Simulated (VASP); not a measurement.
Set up this calculation in VASP 6.6.1, as the native input.

```yaml
Task: single point
Functional: r2SCAN
Potentials_or_basis: VASP PAW PBE potentials, release 64 (Sn_d, Te)
Cutoff: 520 eV
k_mesh: 6 × 6 × 6
Occupations: fermi-dirac, width 0.05 eV
Spin: no spin polarisation
Dipole_correction: no
Further_INCAR_settings: ALGO = Normal; EDIFF = 1e-06; NBANDS = 17
```

The system is SnTe.

```
Sn Te
1.0
     0.00000    3.61115    3.53892
     3.61115    0.00000    3.53892
     3.61115    3.61115    0.00000
Sn Te
1 1
Direct
  0.00000 0.00000 0.00000
  0.75000 0.75000 0.75000
```

One way to write it, as run:

POSCAR

```
SnTe
1.0
    0.0000000000      3.6111460000      3.5389230800
    3.6111460000      0.0000000000      3.5389230800
    3.6111460000      3.6111460000      0.0000000000
Sn Te
1 1
Direct
    0.0000000000      0.0000000000      0.0000000000
    0.7500000000      0.7500000000      0.7500000000
```

INCAR.step1

```
SYSTEM = SnTe
PREC = Accurate
ENCUT = 520
ISMEAR = -1
SIGMA = 0.05
LREAL = .False.
LASPH = .True.
NELM = 100
NBANDS = 17
GGA = PE
ALGO = Normal
EDIFF = 1E-4
LWAVE = .True.
LCHARG = .False.
```

INCAR.step2

```
SYSTEM = SnTe
PREC = Accurate
ENCUT = 520
EDIFF = 1E-6
ISMEAR = -1
SIGMA = 0.05
LREAL = .False.
LASPH = .True.
NELM = 100
ALGO = Normal
ISIF = 2
LWAVE = .False.
LCHARG = .False.
METAGGA = R2SCAN
LMIXTAU = .True.
NBANDS = 17
ISTART = 1
```

KPOINTS

```
Automatic mesh
0
Gamma
  6 6 6
  0 0 0
```

Potentials or basis: VASP PAW PBE potentials, release 64 (Sn_d, Te).

Run with:

```sh
$ cat potpaw_PBE.64/Sn_d/POTCAR potpaw_PBE.64/Te/POTCAR > POTCAR
$ cp INCAR.step1 INCAR
$ mpirun -np 1 vasp_std > vasp.out
$ cp INCAR.step2 INCAR
$ mpirun -np 1 vasp_std > vasp.out
```

Results of the run:

| Property | Result |
| --- | --- |
| Pressure | -0.1 GPa |
| Band gap on the k mesh | 0.21 eV (least direct gap 0.86 eV) |

Caveat: semilocal functionals underestimate gaps, and a narrow one can read as zero; the PAW data sets were made with another functional, which shifts forces and pressure a little; spin-orbit coupling is left out, which moves the levels of the heavy elements.

Wall time 5.3 min on 1 thread of Intel Xeon 8259CL, on a shared host, peak memory 0.28 GiB.
